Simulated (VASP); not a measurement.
# MgO (P6_3mc) in VASP: notebook

Runs on MgO. Level: PBEsol. Tasks: single point.

Program: VASP 6.6.1. These are calculated values, not measurements. Logs are shortened: lines on timing, memory, paths and dates and some standing lists are left out, and cuts for length are marked.

### Step 1. The cell of the first run

It takes space group P6_3mc (No. 186, hexagonal). The conventional cell has a = 3.308 Å, b = 3.308 Å, c = 4.983 Å, α = 90.00°, β = 90.00°, γ = 120.00°. Mg (site symmetry 3m) has 4 O at 1.97 to 1.99 Å within 2.6 Å. O (site symmetry 3m) has 4 Mg at 1.97 to 1.99 Å within 2.6 Å.

### Step 2. Single point, PBEsol

Input file INCAR:

```
SYSTEM = MgO
PREC = Accurate
ENCUT = 520
EDIFF = 1E-6
ISMEAR = 0
SIGMA = 0.01
LREAL = .FALSE.
LASPH = .TRUE.
NELM = 100
ALGO = Normal
ISIF = 2
LWAVE = .FALSE.
LCHARG = .FALSE.
GGA = PS
NBANDS = 16
```

Input file KPOINTS:

```
regular mesh
0
G
  12 12 4
  0 0 0
```

Input file POSCAR:

```
MgO
1.0
    3.3077870000      0.0000000000      0.0000000000
   -1.6538930000      2.8646280000      0.0000000000
    0.0000000000      0.0000000000      4.9828820000
Mg O
2 2
Direct
    0.3333333333      0.6666666667      0.0021600000
    0.6666666667      0.3333333333      0.5021600000
    0.3333333333      0.6666666667      0.4024400000
    0.6666666667      0.3333333333      0.9024400000
```

Potentials or basis: VASP PAW PBE potentials, release 64 (Mg, O).

The run is started by

```
cat potpaw_PBE.64/Mg/POTCAR potpaw_PBE.64/O/POTCAR > POTCAR
mpirun -np 1 vasp_std > vasp.out
```

OUTCAR:

```text
SYSTEM = MgO
   PREC = Accurate
   ENCUT = 520
   EDIFF = 1E-6
   ISMEAR = 0
   LREAL = .FALSE.
   LASPH = .TRUE.
   NELM = 100
   ISIF = 2
   GGA = PS

 ion  position               nearest neighbor table
   1  0.333  0.667  0.002-   4 1.97   4 1.97   4 1.97   3 1.99   2 3.14   2 3.14   2 3.14   2 3.14
                             2 3.14   2 3.14
   2  0.667  0.333  0.502-   3 1.97   3 1.97   3 1.97   4 1.99   1 3.14   1 3.14   1 3.14   1 3.14
                             1 3.14   1 3.14
   3  0.333  0.667  0.402-   2 1.97   2 1.97   2 1.97   1 1.99
   4  0.667  0.333  0.902-   1 1.97   1 1.97   1 1.97   2 1.99

  LATTYP: Found a hexagonal cell.
 ALAT       =     3.3077870000
 C/A-ratio  =     1.5064095723

  Lattice vectors:

 A1 = (   3.3077870000,   0.0000000000,   0.0000000000)
 A2 = (  -1.6538930000,   2.8646280000,   0.0000000000)
 A3 = (   0.0000000000,   0.0000000000,   4.9828820000)

Analysis of symmetry for initial positions (statically):
=====================================================================
 Subroutine PRICEL returns:
 Original cell was already a primitive cell.

 Routine SETGRP: Setting up the symmetry group for a
 hexagonal supercell.

 Subroutine GETGRP returns: Found 12 space group operations
 (whereof  6 operations were pure point group operations)
 out of a pool of 24 trial point group operations.

The static configuration has the point symmetry C_3v.
 The point group associated with its full space group is C_6v.

Analysis of symmetry for dynamics (positions and initial velocities):
=====================================================================
 Subroutine PRICEL returns:
 Original cell was already a primitive cell.

 Routine SETGRP: Setting up the symmetry group for a
 hexagonal supercell.

 Subroutine GETGRP returns: Found 12 space group operations
 (whereof  6 operations were pure point group operations)
 out of a pool of 24 trial point group operations.

The dynamic configuration has the point symmetry C_3v.
 The point group associated with its full space group is C_6v.

 Subroutine INISYM returns: Found 12 space group operations
 (whereof  6 operations are pure point group operations),
 and found     1 'primitive' translations

----------------------------------------------------------------------------------------

                                     Primitive cell

  volume of cell :      47.2157

  direct lattice vectors                    reciprocal lattice vectors
     3.307787000  0.000000000  0.000000000     0.302316927  0.174542680  0.000000000
    -1.653893000  2.864628000  0.000000000     0.000000000  0.349085466  0.000000000
     0.000000000  0.000000000  4.982882000     0.000000000  0.000000000  0.200687072

  length of vectors
     3.307787000  3.307787120  4.982882000     0.349085479  0.349085466  0.200687072

  position of ions in fractional coordinates (direct lattice)
     0.333333333  0.666666667  0.002160000
     0.666666667  0.333333333  0.502160000
     0.333333333  0.666666667  0.402440000
     0.666666667  0.333333333  0.902440000

  ion indices of the primitive-cell ions
   primitive index   ion index
                 1           1
                 2           2
                 3           3
                 4           4

----------------------------------------------------------------------------------------

 KPOINTS: regular mesh

Automatic generation of k-mesh.
 Grid dimensions read from file:
 generate k-points for:   12   12    4

 Generating k-lattice:

  Cartesian coordinates                     Fractional coordinates (reciprocal lattice)
     0.025193077  0.014545223  0.000000000     0.083333333  0.000000000  0.000000000
     0.000000000  0.029090455  0.000000000     0.000000000  0.083333333  0.000000000
     0.000000000  0.000000000  0.050171768     0.000000000  0.000000000  0.250000000

  Length of vectors
     0.029090457  0.029090455  0.050171768

  Shift w.r.t. Gamma in fractional coordinates (k-lattice)
     0.000000000  0.000000000  0.000000000

 Subroutine IBZKPT returns following result:
 ===========================================

 Found     57 irreducible k-points:

 Following reciprocal coordinates:
            Coordinates               Weight
  0.000000  0.000000  0.000000      1.000000
  0.083333 -0.000000  0.000000      6.000000
  0.166667 -0.000000  0.000000      6.000000
  0.250000 -0.000000  0.000000      6.000000
  0.333333 -0.000000  0.000000      6.000000
  0.416667 -0.000000  0.000000      6.000000
[... 16 lines left out ...]
  0.250000 -0.000000  0.250000     12.000000
  0.333333 -0.000000  0.250000     12.000000
 [... further k-points ...]
   k-points           NKPTS =     57   k-points in BZ     NKDIM =     57   number of bands    NBANDS=     16
   number of dos      NEDOS =    301   number of ions     NIONS =      4
   total plane-waves  NPLWV =  31360
   dimension x,y,z NGX =    28 NGY =   28 NGZ =   40
   dimension x,y,z NGXF=    56 NGYF=   56 NGZF=   80
   ions per type =               2   2
   NGX,Y,Z   is equivalent  to a cutoff of  14.07, 14.07, 13.35 a.u.
   NGXF,Y,Z  is equivalent  to a cutoff of  28.15, 28.15, 26.69 a.u.
 SYSTEM =  MgO
   PREC   = accura    normal or accurate (medium, high low for compatibility)
   ISTART =      0    job   : 0-new  1-cont  2-samecut
   ICHARG =      2    charge: 1-file 2-atom 10-const
   ISPIN  =      1    spin polarized calculation?
   LNONCOLLINEAR =      F non collinear calculations
   LSORBIT =      F    spin-orbit coupling
   LASPH  =      T    aspherical Exc in radial PAW
   ENCUT  =  520.0 eV  38.22 Ry    6.18 a.u.   6.15  6.15  9.26*2*pi/ulx,y,z
   NELM   =    100;   NELMIN=  2; NELMDL= -5     # of ELM steps
   EDIFF  = 0.1E-05   stopping-criterion for ELM
   LREAL  =      F    real-space projection
   EDIFFG = 0.1E-04   stopping-criterion for IOM
   NSW    =      0    number of steps for IOM
   IBRION =     -1    ionic relax: 0-MD 1-quasi-New 2-CG
   NFREE  =      0    steps in history (QN), initial steepest desc. (CG)
   ISIF   =      2    stress and relaxation
   ISYM   =      2    0-nonsym 1-usesym 2-fastsym
   POTIM  = 0.5000    time-step for ionic-motion
   TEBEG  =    0.0;   TEEND  =   0.0 temperature during run
   PSTRESS=    0.0 pullay stress
   NELECT =      16.0000    total number of electrons
   NUPDOWN=      -1.0000    fix difference up-down
   EMIN   =  10.00;   EMAX   =-10.00  energy-range for DOS
   EFERMI =   0.00;   METHOD = LEGACY
   ISMEAR =     0;   SIGMA  =   0.01  broadening in eV -4-tet -1-fermi 0-gaus
   EFERMI_NEDOS =   21; number of points for ismear=-14 and -15
   IALGO  =     38    algorithm
   IMIX   =      4    mixing-type and parameters
     AMIX     =   0.40;   BMIX     =  1.00
     AMIX_MAG =   1.60;   BMIX_MAG =  1.00
  volume/ion in A,a.u.               =      11.80        79.66
  Fermi-wavevector in a.u.,A,eV,Ry     =   1.141351  2.156841 17.724078  1.302683
  Thomas-Fermi vector in A             =   2.278052
   LORBIT       =      0    0 simple, 1 ext, 2 COOP (PROOUT), +10 PAW based schemes
   GGA     = PS    functional components
   LHFCALC =     F    Hartree Fock is set to
   AEXX    =    0.0000 exact exchange contribution
   IVDW    =     0    specifies the selected vdW correction
   LEPSILON=     F    determine dielectric tensor
   LRPA    =     F    only Hartree local field effects (RPA)
 non-spin polarized calculation
 Gauss-broadening in eV      SIGMA  =   0.01
  energy-cutoff  :      520.00
  volume of cell :       47.22
 maximum number of plane-waves:      1303
 NGX is ok and might be reduce to    28
   NGX = 13   NGY = 13   NGZ = 19

 number of electron      15.9999997 magnetization

 Free energy of the ion-electron system (eV)
  ---------------------------------------------------
  ext. energy  EPLUGINS =         0.00000000
  ---------------------------------------------------
  free energy    TOTEN  =       -24.55013759 eV

  energy without entropy =      -24.55013759  energy(sigma->0) =      -24.55013759

 E-fermi :   1.1305     XC(G=0):  -9.9795

 val. band max:        1.0326807787   @ k =   0.0000   0.0000   0.0000
 cond. band min:       4.3766227733   @ k =   0.0000   0.0000   0.0000
 fundamental gap:      3.3439419946
 Fermi energy:         1.1305135438

 k-point     1 :       0.0000    0.0000    0.0000
  band No.  band energies     occupation
      1     -15.1656      2.00000
      2     -14.3342      2.00000
      3      -2.3039      2.00000
      4       0.2372      2.00000
      5       0.2372      2.00000
      6       0.5825      2.00000
[... 8 lines left out ...]
     15      17.3636      0.00000
     16      17.3637      0.00000

 k-point     2 :       0.0833   -0.0000    0.0000
  band No.  band energies     occupation
      1     -15.1296      2.00000
      2     -14.3220      2.00000
      3      -2.2356      2.00000
      4       0.0681      2.00000
      5       0.1883      2.00000
      6       0.3459      2.00000
[... 8 lines left out ...]
     15      17.3806      0.00000
     16      17.5097      0.00000

 k-point     3 :       0.1667   -0.0000    0.0000
  band No.  band energies     occupation
      1     -15.0288      2.00000
      2     -14.2917      2.00000
      3      -2.0374      2.00000
      4      -0.4472      2.00000
      5      -0.0745      2.00000
      6       0.0719      2.00000
[... 8 lines left out ...]
     15      16.4738      0.00000
     16      16.7265      0.00000

 k-point     4 :       0.2500   -0.0000    0.0000
  band No.  band energies     occupation
      1     -14.8808      2.00000
      2     -14.2565      2.00000
      3      -1.7319      2.00000
      4      -1.0845      2.00000
      5      -0.4894      2.00000
      6      -0.0651      2.00000
[... 8 lines left out ...]
     15      15.7834      0.00000
     16      16.2546      0.00000
[... 324 lines left out ...]
 k-point    22 :       0.1667   -0.0000    0.2500
  band No.  band energies     occupation
      1     -14.9260      2.00000
      2     -14.4052      2.00000
      3      -1.8299      2.00000
      4      -0.5933      2.00000
      5      -0.1011      2.00000
      6       0.1429      2.00000
[... 8 lines left out ...]
     15      16.3716      0.00000
     16      16.4059      0.00000

 k-point    23 :       0.2500   -0.0000    0.2500
  band No.  band energies     occupation
      1     -14.7916      2.00000
      2     -14.3501      2.00000
      3      -1.7621      2.00000
      4      -1.1219      2.00000
      5      -0.3778      2.00000
      6       0.0208      2.00000
[... 8 lines left out ...]
     15      15.8213      0.00000
     16      16.2307      0.00000

 k-point    24 :       0.3333   -0.0000    0.2500
  band No.  band energies     occupation
      1     -14.6435      2.00000
      2     -14.3038      2.00000
      3      -1.9037      2.00000
      4      -1.4477      2.00000
      5      -0.4841      2.00000
      6      -0.0901      2.00000
[... 8 lines left out ...]
     15      15.4662      0.00000
     16      16.3793      0.00000

 [... further k-points ...]
[... 5 lines left out ...]
  --------------------------------------------------------------------------------------
  -------------------------------------------------------------------------------------
  Total        0.0133578      0.0133578      0.0280170      0.0000000      0.0000000      0.0000000
  in kB        0.4532706      0.4532708      0.9507065      0.0000001      0.0000000      0.0000000
  external PRESSURE =       0.6190826 kB  Pullay stress =       0.0000000 kB

 VOLUME and BASIS-vectors are now :
 -----------------------------------------------------------------------------
  energy-cutoff  :      520.00
  volume of cell :       47.22
      direct lattice vectors                 reciprocal lattice vectors
     3.307787000  0.000000000  0.000000000     0.302316927  0.174542680  0.000000000
    -1.653893000  2.864628000  0.000000000     0.000000000  0.349085466  0.000000000
     0.000000000  0.000000000  4.982882000     0.000000000  0.000000000  0.200687072

 POSITION                                       TOTAL-FORCE (eV/Angst)
 -----------------------------------------------------------------------------------
      0.00000      1.90975      0.01076        -0.000000      0.000000      0.009356
      1.65389      0.95488      2.50220         0.000000     -0.000000      0.009356
      0.00000      1.90975      2.00531         0.000000      0.000000     -0.009356
      1.65389      0.95488      4.49675         0.000000      0.000000     -0.009356
 -----------------------------------------------------------------------------------
    total drift:                               -0.000000     -0.000000      0.001727

  FREE ENERGIE OF THE ION-ELECTRON SYSTEM (eV)
  ---------------------------------------------------
  free  energy   TOTEN  =       -24.5501375949 eV

  energy  without entropy=      -24.5501375949  energy(sigma->0) =      -24.55013759
```

Run time: 24 s. Hardware: 1 thread of AMD EPYC 9R45 (Zen 5), shared host; peak memory 0.16 GiB.

What came out:

* Free energy: -24.5501 eV
* Pressure: 0.1 GPa
* Largest force: 0.009 eV/Å
* Band gap on the k mesh: 3.34 eV, direct

Forces on the atoms (eV/Å):
```
Mg   0.000  0.000  0.009
Mg   0.000  0.000  0.009
O    0.000  0.000 -0.009
O    0.000  0.000 -0.009
```

Caveat: the PAW data sets were made with another functional, which shifts forces and pressure a little. A k mesh can miss the band edges.

### Step 3. Single point, PBEsol

Input file INCAR:

```
ALGO = Normal ; EDIFF = 1E-7
ENCUT = 520 ; GGA = PS
ISIF = 2 ; ISMEAR = 0
LASPH = True ; LCHARG = False
LREAL = False ; LWAVE = False
NBANDS = 16 ; NELM = 60
PREC = Accurate ; SIGMA = 0.01
```

Input file KPOINTS:

```
k-points
0
Gamma
  12 12 4
```

POSCAR is that of step 2.

Potentials or basis: VASP PAW PBE potentials, release 64 (Mg, O).

The run is started by

```
cat potpaw_PBE.64/Mg/POTCAR potpaw_PBE.64/O/POTCAR > POTCAR
mpirun -np 1 vasp_std > vasp.out
```

Run time: 26 s. Hardware: 1 thread of AMD EPYC 9R45 (Zen 5), shared host; peak memory 0.17 GiB.

The run converged. Its results:

```yaml
Free_energy: -24.5501 eV
Pressure: 0.1 GPa
Largest_force: 0.010 eV/Å
Band_gap_on_the_k_mesh: 3.34 eV, direct
```

Forces in eV/Å, atoms in the order of the input:
```
Mg   0.000  0.000  0.010
Mg   0.000  0.000  0.010
O    0.000  0.000 -0.010
O    0.000  0.000 -0.010
```

Levels at points of the mesh, in eV from the valence-band top:
| k point | band 6 | band 7 | band 8 | band 9 | band 10 | band 11 |
| --- | --- | --- | --- | --- | --- | --- |
| (0.00, 0.00, 0.00) | -0.45 | -0.45 | 0.00 | 3.34 | 8.40 | 10.22 |
| (0.50, 0.00, 0.00) | -1.33 | -0.85 | -0.52 | 7.61 | 7.94 | 9.09 |
| (0.00, 0.00, 0.50) | -0.63 | -0.63 | -0.63 | 5.88 | 5.88 | 13.09 |
| (0.50, 0.00, 0.50) | -0.95 | -0.73 | -0.73 | 7.21 | 7.21 | 10.69 |

Caveat: the PAW data sets were made with another functional, which shifts forces and pressure a little. A k mesh can miss the band edges.
